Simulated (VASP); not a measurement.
Runs of VASP 6.6.1 on ZrS. The structure is that of space group Fm-3m (No. 225), or close to it. The cells are those of the table. 

| cell | gap on the mesh (eV) | pressure (GPa) |
| --- | --- | --- |
| a = 3.599, b = 3.599, c = 3.543 Å, angles 60.5, 60.5, 59.0°, 2 atoms | none | (a) |
| a = 3.598 Å, angles 60.0°, 2 atoms | none | (b) |
| a = 3.571, b = 3.571, c = 3.598 Å, angles 59.7, 59.7, 60.5°, 2 atoms | none | 10.6 |
| a = 3.543 Å, angles 60.0°, 2 atoms | none | 16.8 |
| a = 3.763 Å, angles 60.0°, 2 atoms | none | -10.6 |
| a = 3.571, b = 3.571, c = 3.543 Å, angles 60.3, 60.3, 59.5°, 2 atoms | none | 13.7 |
| a = 3.708 Å, angles 60.0°, 2 atoms | none | -5.8 |

Alike in all rows: task single point; level PBEsol; potentials or basis VASP PAW PBE potentials, release 64 (Zr_sv, S); no spin polarisation; k mesh 20 × 20 × 20; cutoff (eV) 520; smearing gaussian 0.15 eV.

Problem. Estimate the missing entries.

Solution. (a) 11.0; (b) 7.7.

Caveats: the PAW data sets were made with another functional, which shifts forces and pressure a little; the cell stands under pressure (at least some runs); the cell stands under tension (at least some runs); the stress differs along the axes, from 3 to 15 GPa (at least some runs); the stress differs along the axes, from 8 to 15 GPa (at least some runs); the stress differs along the axes, from 9 to 16 GPa (at least some runs).

A k mesh can miss the band edges, and the runs leave out spin-orbit coupling on Zr.

A gap of «none» marks levels without a gap at the run's occupations.
